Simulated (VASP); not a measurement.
Here is a VASP 6.6.1 calculation.

File INCAR:

```
SYSTEM = Li
ALGO = Normal
EDIFF = 1E-6
ENCUT = 520
GGA = RE
ISIF = 2
ISMEAR = -1
LASPH = .True.
LCHARG = .False.
LREAL = .False.
LWAVE = .False.
NBANDS = 10
NELM = 60
PREC = Accurate
SIGMA = 0.1
```

The input KPOINTS:

```
k-points
0
Gamma
  13 13 7
  0 0 0
```

POSCAR

```
Li
1.0
    3.0627669321      0.0000000000      0.0000000000
   -1.5313834661      2.6524339691      0.0000000000
    0.0000000000      0.0000000000      4.9965680726
Li
2
Direct
    0.3333333333      0.6666666667      0.2500000000
    0.6666666667      0.3333333333      0.7500000000
```

Potentials or basis: VASP PAW PBE potentials, release 64 (Li_sv).

Launch:

```sh
$ cat potpaw_PBE.64/Li_sv/POTCAR > POTCAR
$ mpirun -np 1 vasp_std > vasp.out
```

Predict the band gap on the k mesh.

zero (band 3 reaches 2.33 eV, above the bottom of band 4 at -1.42 eV).
